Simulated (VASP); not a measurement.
Here is a VASP 6.6.1 calculation.

INCAR

```
SYSTEM = BiSb
  PREC = Accurate
  ENCUT = 600
  EDIFF = 1E-6
  ISMEAR = -1
  SIGMA = 0.1
  LREAL = .False.
  LASPH = .True.
  NELM = 80
  ALGO = Normal
  ISIF = 3
  LWAVE = .False.
  LCHARG = .False.
  IBRION = 2
  NSW = 32
  EDIFFG = -0.005
  PSTRESS = 310.0
```

The input KPOINTS:

```
regular mesh
0
Gamma
  12 12 12
  0 0 0
```

File POSCAR:

```
BiSb
1.0
    0.0000000000      3.0665837635      3.0665837635
    3.0665837635      0.0000000000      3.0665837635
    3.0665837635      3.0665837635      0.0000000000
Sb Bi
1 1
Direct
    0.0000000000      0.0000000000      0.0000000000
    0.2500000000      0.2500000000      0.2500000000
```

Potentials or basis: VASP PAW LDA potentials, release 64 (Sb, Bi_d).

The run is started by

```sh
$ cat potpaw_LDA.64/Sb/POTCAR potpaw_LDA.64/Bi_d/POTCAR > POTCAR
$ mpirun -np 1 vasp_std > vasp.out
```

Task: Predict the relaxed cell.

Result: a = 4.341 Å, b = 4.341 Å, c = 4.341 Å, α = 60.00°, β = 60.00°, γ = 60.00°.

Task: Predict the band gap on the k mesh.

Result: Zero (bands 10 and 11 overlap by 2.11 eV).

Step by step:
| step | energy change (eV) | largest force (eV/Å) | pressure (GPa) | volume (Å³) |
| --- | --- | --- | --- | --- |
| 1 | 0.0000 | 0.0000 | 31.40 | 57.68 |
| 2 | -0.1147 | 0.0000 | 29.91 | 58.28 |
| 3 | -0.0329 | 0.0000 | 31.00 | 57.84 |

Caveat: the cell is relaxed towards a set pressure, so the run minimises the enthalpy, not the energy; spin-orbit coupling is left out, which moves the levels of the heavy elements.
